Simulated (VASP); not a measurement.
# SiC (R-3m) in VASP: notebook, part 2 of 2

VASP 6.6.1. Earlier steps stand in the parts before.

### 3 Single point, PBE (volume changed by -10%)

Contents of INCAR:

```
PREC = Accurate ; ENCUT = 520
EDIFF = 1E-7 ; ISMEAR = 0
SIGMA = 0.01 ; LREAL = F
LASPH = T ; NELM = 80
ALGO = Normal ; ISIF = 2
LWAVE = F ; LCHARG = F
GGA = PE ; NBANDS = 16
```

Contents of KPOINTS:

```
regular mesh
0
Gamma
  4 4 4
```

Contents of POSCAR:

```
SiC
1.0
    1.4883866412      0.8593204280      5.1375885007
   -1.4883866412      0.8593204280      5.1375885007
    0.0000000000     -1.7186408559      5.1375885007
C Si
2 2
Direct
    0.4491910688      0.4491910688      0.4491910688
    0.5508089312      0.5508089312      0.5508089312
    0.9254740592      0.9254740592      0.9254740592
    0.0745259408      0.0745259408      0.0745259408
```

Potentials or basis: VASP PAW PBE potentials, release 64 (C, Si).

Command:

```sh
$ cat potpaw_PBE.64/C/POTCAR potpaw_PBE.64/Si/POTCAR > POTCAR
$ mpirun -np 1 vasp_std > vasp.out
```

OUTCAR:

```text
PREC = Accurate
   ENCUT = 520
   EDIFF = 1E-7
   ISMEAR = 0
   LREAL = F
   LASPH = T
   NELM = 80
   ISIF = 2
   GGA = PE

 ion  position               nearest neighbor table
   1  0.449  0.449  0.449-   2 1.57   4 1.83   4 1.83   4 1.83
   2  0.551  0.551  0.551-   1 1.57   3 1.83   3 1.83   3 1.83
   3  0.925  0.925  0.925-   2 1.83   2 1.83   2 1.83   4 2.30
   4  0.075  0.075  0.075-   1 1.83   1 1.83   1 1.83   3 2.30

  LATTYP: Found a trigonal (rhomboedric) cell.
 ALAT       =     5.4174294637
 COS(alpha) =     0.8490354448

  Lattice vectors:

 A1 = (   1.4883866412,   0.8593204280,   5.1375885007)
 A2 = (  -1.4883866412,   0.8593204280,   5.1375885007)
 A3 = (   0.0000000000,  -1.7186408559,   5.1375885007)

Analysis of symmetry for initial positions (statically):
=====================================================================
 Subroutine PRICEL returns:
 Original cell was already a primitive cell.

 Routine SETGRP: Setting up the symmetry group for a
 trigonal (rhombohedral) supercell.

 Subroutine GETGRP returns: Found 12 space group operations
 (whereof 12 operations were pure point group operations)
 out of a pool of 12 trial point group operations.

The static configuration has the point symmetry D_3d.

Analysis of symmetry for dynamics (positions and initial velocities):
=====================================================================
 Subroutine PRICEL returns:
 Original cell was already a primitive cell.

 Routine SETGRP: Setting up the symmetry group for a
 trigonal (rhombohedral) supercell.

 Subroutine GETGRP returns: Found 12 space group operations
 (whereof 12 operations were pure point group operations)
 out of a pool of 12 trial point group operations.
[... 109 lines left out ...]
   EFERMI_NEDOS =   21; number of points for ismear=-14 and -15
   IALGO  =     38    algorithm
   IMIX   =      4    mixing-type and parameters
     AMIX     =   0.40;   BMIX     =  1.00
     AMIX_MAG =   1.60;   BMIX_MAG =  1.00
  volume/ion in A,a.u.               =       9.86        66.51
  Fermi-wavevector in a.u.,A,eV,Ry     =   1.212051  2.290445 19.987889  1.469068
  Thomas-Fermi vector in A             =   2.347548
   LORBIT       =      0    0 simple, 1 ext, 2 COOP (PROOUT), +10 PAW based schemes
   GGA     = PE    functional components
   LHFCALC =     F    Hartree Fock is set to
   AEXX    =    0.0000 exact exchange contribution
   IVDW    =     0    specifies the selected vdW correction
   LEPSILON=     F    determine dielectric tensor
   LRPA    =     F    only Hartree local field effects (RPA)
 non-spin polarized calculation
 Gauss-broadening in eV      SIGMA  =   0.01
  energy-cutoff  :      520.00
  volume of cell :       39.43
 maximum number of plane-waves:      1094
   NGX = 21   NGY = 21   NGZ = 21

 number of electron      16.0000000 magnetization

 Free energy of the ion-electron system (eV)
  ---------------------------------------------------
  ext. energy  EPLUGINS =         0.00000000
  ---------------------------------------------------
  free energy    TOTEN  =       -28.23026924 eV

  energy without entropy =      -28.23026924  energy(sigma->0) =      -28.23026924

 E-fermi :   9.8837     XC(G=0): -11.5621

 val. band max:        9.8341714924   @ k =   0.0000   0.0000   0.0000
 cond. band min:      10.0945279412   @ k =   0.5000   0.5000   0.0000
 fundamental gap:      0.2603564487
 Fermi energy:         9.8836503725

 k-point     1 :       0.0000    0.0000    0.0000
  band No.  band energies     occupation
      1      -7.6683      2.00000
      2      -3.3705      2.00000
      3      -0.4853      2.00000
      4       6.9768      2.00000
      5       6.9768      2.00000
      6       8.7626      2.00000
[... 224 lines left out ...]
      3       2.9721      2.00000
      4       4.7581      2.00000
      5       6.9651      2.00000
      6       6.9651      2.00000
[... 8 lines left out ...]
     15      18.3972      0.00000
     16      21.2632      0.00000

------------------------ aborting loop because EDIFF is reached ----------------------------------------

  FORCE on cell =-STRESS in cart. coord.  units (eV):
  Direction    XX          YY          ZZ          XY          YZ          ZX
  --------------------------------------------------------------------------------------
  -------------------------------------------------------------------------------------
  Total        7.4288570      7.4288570      6.9047009      0.0000000      0.0000000      0.0000000
  in kB      301.8916586    301.8916586    280.5911607      0.0000000      0.0000000      0.0000000
  external PRESSURE =     294.7914926 kB  Pullay stress =       0.0000000 kB

 VOLUME and BASIS-vectors are now :
 -----------------------------------------------------------------------------
  energy-cutoff  :      520.00
  volume of cell :       39.43
      direct lattice vectors                 reciprocal lattice vectors
     1.488386641  0.859320428  5.137588501     0.335934216  0.193951710  0.064881283
    -1.488386641  0.859320428  5.137588501    -0.335934216  0.193951710  0.064881283
     0.000000000 -1.718640856  5.137588501     0.000000000 -0.387903421  0.064881283

 POSITION                                       TOTAL-FORCE (eV/Angst)
 -----------------------------------------------------------------------------------
      0.00000      0.00000      6.92328         0.000000      0.000000      0.106849
      0.00000      0.00000      8.48949         0.000000     -0.000000     -0.106849
      0.00000      0.00000     14.26411         0.000000      0.000000      0.576807
      0.00000      0.00000      1.14865         0.000000     -0.000000     -0.576807
 -----------------------------------------------------------------------------------
    total drift:                               -0.000000     -0.000000      0.000000

  FREE ENERGIE OF THE ION-ELECTRON SYSTEM (eV)
  ---------------------------------------------------
  free  energy   TOTEN  =       -28.2302692420 eV

  energy  without entropy=      -28.2302692420  energy(sigma->0) =      -28.23026924
```

stdout:

```text
POSCAR found type information on POSCAR C Si
 POSCAR found :  2 types and       4 ions
 scaLAPACK will be used
 LDA part: xc-table for (Slater+PW92), standard interpolation
 POSCAR, INCAR and KPOINTS ok, starting setup
 FFT: planning ... GRIDC
 FFT: planning ... GRID_SOFT
 FFT: planning ... GRID
 WAVECAR not read
 entering main loop
```

Wall time 24 s (1 thread of Intel Xeon 6975P-C, shared host); peak memory 0.23 GiB.

Results:

| Property | Result |
| --- | --- |
| Free energy | -28.2303 eV |
| Pressure | 29.5 GPa |
| Largest force | 0.577 eV/Å |
| Band gap on the k mesh | 0.26 eV, indirect (least direct gap 1.67 eV) |

Forces on the atoms (eV/Å):
```
C    0.000  0.000  0.107
C    0.000  0.000 -0.107
Si   0.000  0.000  0.577
Si   0.000  0.000 -0.577
```

Levels at points of the mesh, in eV from the valence-band top:
| k point | band 6 | band 7 | band 8 | band 9 | band 10 | band 11 |
| --- | --- | --- | --- | --- | --- | --- |
| (0.00, 0.00, 0.00) | -1.07 | 0.00 | 0.00 | 4.13 | 4.18 | 6.57 |
| (0.50, 0.00, 0.00) | -4.56 | -4.18 | -2.08 | 2.14 | 3.88 | 4.11 |
| (0.50, 0.50, 0.00) | -4.76 | -1.54 | -1.41 | 0.26 | 1.95 | 4.93 |
| (0.50, 0.50, 0.50) | -2.87 | -0.03 | -0.03 | 4.12 | 6.09 | 6.09 |

Caveat: the k points lie up to 0.62 Å⁻¹ apart; the cell differs from its parent crystal (volume changed by -10%).

### 4 Single point, PBE

This run uses another cell than the first one, of 10.95 Å³/atom, 1.053 times its volume.

Contents of INCAR:

```
SYSTEM = SiC
ALGO = Normal
EDIFF = 1E-6
ENCUT = 520
GGA = PE
ISIF = 2
ISMEAR = 0
LASPH = .TRUE.
LCHARG = .FALSE.
LREAL = .FALSE.
LWAVE = .FALSE.
NBANDS = 16
NELM = 100
PREC = Accurate
SIGMA = 0.01
```

Contents of KPOINTS:

```
k-points
0
G
  4 4 4
  0 0 0
```

Contents of POSCAR:

```
SiC
1.0
    1.5415877843      0.8900361223      5.3212273305
   -1.5415877843      0.8900361223      5.3212273305
    0.0000000000     -1.7800722445      5.3212273305
C Si
2 2
Direct
    0.4491910688      0.4491910688      0.4491910688
    0.5508089312      0.5508089312      0.5508089312
    0.9254740592      0.9254740592      0.9254740592
    0.0745259408      0.0745259408      0.0745259408
```

Command:

```sh
$ cat potpaw_PBE.64/C/POTCAR potpaw_PBE.64/Si/POTCAR > POTCAR
$ mpirun -np 1 vasp_std > vasp.out
```

It took 26 s on 1 thread of Intel Xeon 6975P-C, shared host; peak memory 0.24 GiB.

Results (log left out):

- Free energy: -28.6429 eV
- Pressure: 2.8 GPa
- Largest force: 0.152 eV/Å
- Band gap on the k mesh: 0.46 eV, indirect (least direct gap 1.80 eV)

Forces in eV/Å, atoms in the order of the input:
```
C    0.000  0.000  0.152
C    0.000  0.000 -0.152
Si   0.000  0.000  0.048
Si   0.000  0.000 -0.048
```

Stress tensor (GPa, compression positive):
```
3.52 0.00 0.00
0.00 3.52 0.00
0.00 0.00 1.31
```

Levels at points of the mesh, in eV from the valence-band top:
| k point | band 4 | band 5 | band 6 | band 7 | band 8 | band 9 | band 10 | band 11 | band 12 | band 13 |
| --- | --- | --- | --- | --- | --- | --- | --- | --- | --- | --- |
| (0.00, 0.00, 0.00) | -2.58 | -2.58 | -0.97 | 0.00 | 0.00 | 3.56 | 3.71 | 6.02 | 6.02 | 6.37 |
| (0.50, 0.00, 0.00) | -6.88 | -5.58 | -4.15 | -3.94 | -1.97 | 2.07 | 3.79 | 4.16 | 6.83 | 7.45 |
| (0.50, 0.50, 0.00) | -8.39 | -4.84 | -4.35 | -1.47 | -1.34 | 0.46 | 1.96 | 4.24 | 5.72 | 5.75 |
| (0.50, 0.50, 0.50) | -4.84 | -2.57 | -2.57 | -0.06 | -0.06 | 3.57 | 5.58 | 5.71 | 5.71 | 7.29 |

Caveat: the k points lie up to 0.60 Å⁻¹ apart.

### 5 Single point, PBE (volume changed by +5%)

Contents of INCAR:

```
SYSTEM = SiC
ALGO = Normal ; EDIFF = 1E-7
ENCUT = 520 ; GGA = PE
ISIF = 2 ; ISMEAR = 0
LASPH = .True. ; LCHARG = .False.
LREAL = .False. ; LWAVE = .False.
NBANDS = 16 ; NELM = 100
PREC = Accurate ; SIGMA = 0.01
```

Contents of KPOINTS:

```
k-points
0
Gamma
  4 4 4
  0 0 0
```

Contents of POSCAR:

```
SiC
1.0
    1.5668642077      0.9046294721      5.4084760725
   -1.5668642077      0.9046294721      5.4084760725
    0.0000000000     -1.8092589442      5.4084760725
C Si
2 2
Direct
    0.4491910688      0.4491910688      0.4491910688
    0.5508089312      0.5508089312      0.5508089312
    0.9254740592      0.9254740592      0.9254740592
    0.0745259408      0.0745259408      0.0745259408
```

Command:

```sh
$ cat potpaw_PBE.64/C/POTCAR potpaw_PBE.64/Si/POTCAR > POTCAR
$ mpirun -np 1 vasp_std > vasp.out
```

Run time: 27 s. Hardware: 1 thread of Intel Xeon 6975P-C, shared host; peak memory 0.24 GiB.

Results (log left out):

- Free energy: -28.6164 eV
- Pressure: -6.4 GPa
- Largest force: 0.174 eV/Å
- Band gap on the k mesh: 0.54 eV, indirect (least direct gap 1.85 eV)

Forces in eV/Å, atoms in the order of the input:
```
C    0.000  0.000  0.174
C    0.000  0.000 -0.174
Si   0.000  0.000 -0.161
Si   0.000  0.000  0.161
```

Stress tensor (GPa, compression positive):
```
-5.65  0.00  0.00
 0.00 -5.65  0.00
 0.00  0.00 -7.85
```

Levels at points of the mesh, in eV from the valence-band top:
| k point | band 4 | band 5 | band 6 | band 7 | band 8 | band 9 | band 10 | band 11 | band 12 | band 13 |
| --- | --- | --- | --- | --- | --- | --- | --- | --- | --- | --- |
| (0.00, 0.00, 0.00) | -2.45 | -2.45 | -0.93 | 0.00 | 0.00 | 3.29 | 3.49 | 5.79 | 5.79 | 5.86 |
| (0.50, 0.00, 0.00) | -6.71 | -5.38 | -3.97 | -3.83 | -1.91 | 2.04 | 3.74 | 4.18 | 6.58 | 7.29 |
| (0.50, 0.50, 0.00) | -8.22 | -4.64 | -4.16 | -1.44 | -1.31 | 0.54 | 1.96 | 3.88 | 5.58 | 5.65 |
| (0.50, 0.50, 0.50) | -4.74 | -2.45 | -2.45 | -0.07 | -0.07 | 3.31 | 5.30 | 5.55 | 5.55 | 6.89 |

Caveat: the k points lie up to 0.59 Å⁻¹ apart; the cell differs from its parent crystal (volume changed by +5%).

### 6 Single point, PBE (volume changed by +10%)

Contents of INCAR:

```
PREC     = Accurate       # precision mode
ENCUT    = 520            # plane-wave cutoff, eV
EDIFF    = 1E-7           # SCF threshold, eV
ISMEAR   = 0              # smearing method
SIGMA    = 0.01           # smearing width, eV
LREAL    = False          # projectors in reciprocal space
LASPH    = True           # aspherical terms in the spheres
NELM     = 60             # most SCF steps
ALGO     = Normal         # electronic algorithm
ISIF     = 2              # what is computed and relaxed
LWAVE    = False          # write WAVECAR
LCHARG   = False          # write CHGCAR
GGA      = PE             # functional
NBANDS   = 16             # bands
```

Contents of KPOINTS:

```
regular mesh
0
Gamma
  4 4 4
```

Contents of POSCAR:

```
SiC
1.0
    1.5913504160      0.9187665911      5.4929971631
   -1.5913504160      0.9187665911      5.4929971631
    0.0000000000     -1.8375331821      5.4929971631
C Si
2 2
Direct
    0.4491910688      0.4491910688      0.4491910688
    0.5508089312      0.5508089312      0.5508089312
    0.9254740592      0.9254740592      0.9254740592
    0.0745259408      0.0745259408      0.0745259408
```

Potentials or basis: VASP PAW PBE potentials, release 64 (C, Si).

Command:

```sh
$ cat potpaw_PBE.64/C/POTCAR potpaw_PBE.64/Si/POTCAR > POTCAR
$ mpirun -np 1 vasp_std > vasp.out
```

It took 37 s on 1 thread of Intel Xeon 6975P-C, shared host; peak memory 0.3 GiB.

It converged, with:

```
Free energy            : -28.4786 eV
Pressure               : -13.5 GPa
Largest force          : 0.342 eV/Å
Band gap on the k mesh : 0.61 eV, indirect (least direct gap 1.89 eV)
```

Forces in eV/Å, atoms in the order of the input:
```
C    0.000  0.000  0.195
C    0.000  0.000 -0.195
Si   0.000  0.000 -0.342
Si   0.000  0.000  0.342
```

Stress tensor (GPa, compression positive):
```
-12.83   0.00   0.00
  0.00 -12.83   0.00
  0.00   0.00 -14.98
```

Levels at points of the mesh, in eV from the valence-band top:
```
           k point  band 5  band 6  band 7  band 8  band 9  band 10  band 11  band 12
(0.00, 0.00, 0.00)   -2.34   -0.89    0.00    0.00    3.03     3.26     5.41     5.57
(0.50, 0.00, 0.00)   -5.18   -3.80   -3.72   -1.86    2.01     3.69     4.19     6.34
(0.50, 0.50, 0.00)   -4.45   -3.99   -1.41   -1.27    0.61     1.96     3.54     5.45
(0.50, 0.50, 0.50)   -2.33   -2.33   -0.08   -0.08    3.06     5.02     5.39     5.39
```

Caveat: the k points lie up to 0.58 Å⁻¹ apart; the cell differs from its parent crystal (volume changed by +10%). A k mesh can miss the band edges.

### 7 Summary

```tsv
cell	gap on the mesh (eV)	pressure (GPa)	largest force (eV/Å)
a = 5.516 Å, angles 31.9°, 4 atoms	0.37	14.5	0.29
a = 5.417 Å, angles 31.9°, 4 atoms	0.26	29.5	0.58
a = 5.611 Å, angles 31.9°, 4 atoms	0.46	2.8	0.15
a = 5.703 Å, angles 31.9°, 4 atoms	0.54	-6.4	0.17
a = 5.792 Å, angles 31.9°, 4 atoms	0.61	-13.5	0.34
```

Alike in all rows: task single point; level PBE; potentials or basis VASP PAW PBE potentials, release 64 (C, Si); no spin polarisation; k mesh 4 × 4 × 4; cutoff (eV) 520; smearing gaussian 0.01 eV.

Caveats: all runs use coarse meshes.

Absolute energies hang on the potentials; compare differences alone.
